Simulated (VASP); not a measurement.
A run of VASP 6.6.1 is set up as follows.

Contents of INCAR:

```
SYSTEM = SnSe2
ALGO = Normal ; EDIFF = 1E-6
ENCUT = 500 ; GGA = PE
GGA_COMPAT = .False. ; ISIF = 2
ISMEAR = 0 ; LASPH = .True.
LCHARG = .False. ; LREAL = .False.
LWAVE = .False. ; NBANDS = 20
NELM = 120 ; PREC = Accurate
SIGMA = 0.01
```

KPOINTS

```
k-points
0
Gamma
  8 8 5
  0 0 0
```

The input POSCAR:

```
SnSe2
1.0
    3.8110000000      0.0000000000      0.0000000000
   -1.9055000000      3.3004228138      0.0000000000
    0.0000000000      0.0000000000      6.1360000000
Sn Se
1 2
Direct
    0.0000000000      0.0000000000      0.0000000000
    0.6666666667      0.3333333333      0.7510000000
    0.3333333333      0.6666666667      0.2490000000
```

Potentials or basis: VASP PAW PBE potentials, release 64 (Sn_d, Se).

The run is started by

```bash
$ cat potpaw_PBE.64/Sn_d/POTCAR potpaw_PBE.64/Se/POTCAR > POTCAR
$ mpirun -np 1 vasp_std > vasp.out
```

(1) What does it give for the band gap on the k mesh?

(2) What does it give for the largest force?

(3) Predict the pressure.

## Answers

(1) 0.81 eV, indirect (least direct gap 1.09 eV).

(2) 0.804 eV/Å.

(3) 5.6 GPa.

Caveat: spin-orbit coupling is left out, which moves the levels of the heavy elements; this functional lacks dispersion, which binds the layers, so the pressure and a relaxed spacing across them are unreliable.
